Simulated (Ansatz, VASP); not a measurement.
## KZn5Pd in VASP and in Ansatz

```
K Zn Pd
1.0
     4.46986    0.00000    0.00000
     0.00000    4.46986    0.00000
     0.00000    0.00000    7.66805
K Zn Pd
1 5 1
Direct
  0.50000 0.50000 0.00000
  0.50000 0.00000 0.67719
  0.00000 0.50000 0.67719
  0.50000 0.00000 0.32281
  0.00000 0.50000 0.32281
  0.00000 0.00000 0.00000
  0.00000 0.00000 0.50000
```

Alike in both runs: functional PBE; k mesh 4 × 4 × 4; occupations gaussian, width 0.1 eV; no spin polarisation.

Ansatz relaxed the structure, and its values are those at the end. VASP's run is a single point on that final structure, the one shown.

|  | VASP | Ansatz |
| --- | --- | --- |
| version | VASP 6.6.1 | Ansatz 0.2.0 |
| potentials or method | VASP PAW PBE potentials, release 64 (K_sv, Zn, Pd), cutoff 520 eV | scalar-relativistic, plane waves, PAW |
| valence electrons in the cell | 79 | 87 |

VASP gave:

* gap on the k mesh at the Fermi level (eV): none
* pressure (GPa): 0.2
* rms of the force components (eV/Å): 0.000

Estimate Ansatz's values.

gap on the k mesh at the Fermi level (eV): none; pressure (GPa): 0.0; rms of the force components (eV/Å): 0.005.

A gap of «none» marks a metal or a gap that the smearing closes. VASP's potentials hold 79 valence electrons a cell and Ansatz's 87, so a difference there can come from the potentials and not from the codes.
